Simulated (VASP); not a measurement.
Here is a VASP 6.6.1 calculation.

The input INCAR:

```
SYSTEM = Co
PREC = Accurate
ENCUT = 600
EDIFF = 1E-6
ISMEAR = -1
SIGMA = 0.05
LREAL = .FALSE.
LASPH = .TRUE.
NELM = 150
ALGO = Normal
ISIF = 3
LWAVE = .FALSE.
LCHARG = .FALSE.
ISPIN = 2
MAGMOM = 1.7 1.7 1.7
LORBIT = 11
LMAXMIX = 4
GGA = RP
IBRION = 2
NSW = 80
EDIFFG = -0.01
```

The input KPOINTS:

```
Automatic mesh
0
G
  9 9 13
  0 0 0
```

The input POSCAR:

```
Co
1.0
    3.9701439143      0.0000000000      0.0000000000
   -1.9850719572      3.4382454865      0.0000000000
    0.0000000000      0.0000000000      2.4336982195
Co
3
Direct
    0.0000000000      0.0000000000      0.0000000000
    0.3333333333      0.6666666667      0.5000000000
    0.6666666667      0.3333333333      0.5000000000
```

Potentials or basis: VASP PAW PBE potentials, release 64 (Co).

Command:

```sh
$ cat potpaw_PBE.64/Co/POTCAR > POTCAR
$ mpirun -np 1 vasp_std > vasp.out
```

Task: What does it give for the band gap on the k mesh?

Result: Zero (filled and empty bands overlap).

Task: What does it give for the relaxed cell?

Result: a = 3.995 Å, b = 3.995 Å, c = 2.458 Å, α = 90.00°, β = 90.00°, γ = 120.00°.

Task: What does it give for the relaxed volume?

Result: 11.33 Å³/atom.

The path:
```tsv
step	energy change (eV)	largest force (eV/Å)	pressure (GPa)	volume (Å³)
1	0.0000	0.0000	4.65	33.22
2	-0.0006	0.0000	-4.14	34.79
3	-0.0111	0.0000	-0.05	34.00
4	-0.0111	0.0000	0.05	33.98
5	-0.0112	0.0000	0.13	33.98
6	-0.0112	0.0000	0.11	33.98
```

Caveat: the PAW data sets were made with another functional, which shifts forces and pressure a little.
